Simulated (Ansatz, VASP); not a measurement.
# One calculation of Rh, two programs

INCAR

```
PREC = Accurate
ENCUT = 500
EDIFF = 1E-6
ISMEAR = 0
SIGMA = 0.1
LREAL = F
LASPH = T
NELM = 120
ALGO = Normal
ISIF = 2
LWAVE = F
LCHARG = F
GGA = CA
NBANDS = 22
GGA_COMPAT = F
```

Contents of KPOINTS:

```
Automatic mesh
0
Gamma
  6 6 4
```

POSCAR

```
Rh
1.0
    2.7309790422      0.0000000000      0.0000000000
   -1.3654895211      2.3650972278      0.0000000000
    0.0000000000      0.0000000000      4.4284890000
Rh
2
Direct
    0.6666666700      0.3333333300      0.7500000000
    0.3333333300      0.6666666700      0.2500000000
```

Input for Ansatz:

```yaml
crystal:
  lattice:
    - [2.7309790422, 0.0, 0.0]
    - [-1.3654895211, 2.3650972278, 0.0]
    - [0.0, 0.0, 4.428489]
  atoms:
    - { symbol: Rh, position: [0.66666667, 0.33333333, 0.75] }
    - { symbol: Rh, position: [0.33333333, 0.66666667, 0.25] }
basis:
  ecutwfc: 420
kpoints:
  mp_grid: { grid: [6, 6, 4] }
hamiltonian:
  xc: lda
scf:
  occupations: { method: gaussian, width: 0.1 }
output:
  forces: true
  stress: true
  eigenvalues: true
```

Alike in both runs: task single point; functional LDA; k mesh 6 × 6 × 4; occupations gaussian, width 0.1 eV; no spin polarisation.

```csv
,VASP,Ansatz
version,VASP 6.6.1,Ansatz 0.2.0
potentials or method,"VASP PAW LDA potentials, release 64 (Rh_pv), cutoff 500 eV","scalar-relativistic, plane waves, PAW"
valence electrons in the cell,30,34
```

|  | VASP | Ansatz | Ansatz less VASP |
| --- | --- | --- | --- |
| gap on the k mesh at the Fermi level (eV) | none | none | - |
| pressure (GPa) | -18.6 | -19.3 | -0.69 |
| traceless stress, the component that is largest in VASP (GPa) | -3.67 | -3.71 | -0.038 |

LDA's correlation is that of Perdew and Zunger in VASP and of Perdew and Wang (1992) in Ansatz. A gap of «none» marks a metal or a gap that the smearing closes. VASP's potentials hold 30 valence electrons a cell and Ansatz's 34, so a difference there can come from the potentials and not from the codes.

The k mesh is coarse, so the values compare programs but aren't converged.
